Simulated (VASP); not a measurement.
Here is a VASP 6.6.1 calculation.

The input INCAR:

```
PREC = Accurate
ENCUT = 520
EDIFF = 1E-6
ISMEAR = 0
SIGMA = 0.1
LREAL = False
LASPH = True
NELM = 80
ALGO = Normal
ISIF = 2
LWAVE = False
LCHARG = False
GGA = PE
NBANDS = 11
```

Contents of KPOINTS:

```
regular mesh
0
Gamma
  8 8 8
```

Contents of POSCAR:

```
AlN
1.0
    0.0000000000      1.9780000400      1.9780000400
    1.9780000400      0.0000000000      1.9780000400
    1.9780000400      1.9780000400      0.0000000000
Al N
1 1
Direct
    0.0000000000      0.0000000000      0.0000000000
    0.5000000000      0.5000000000      0.5000000000
```

Potentials or basis: VASP PAW PBE potentials, release 64 (Al, N).

Command:

```sh
$ cat potpaw_PBE.64/Al/POTCAR potpaw_PBE.64/N/POTCAR > POTCAR
$ mpirun -np 1 vasp_std > vasp.out
```

(1) What does it give for the pressure?

(2) What does it give for the band gap on the k mesh?

Answers

(1) 25.2 GPa.

(2) 5.19 eV, indirect (least direct gap 6.66 eV).
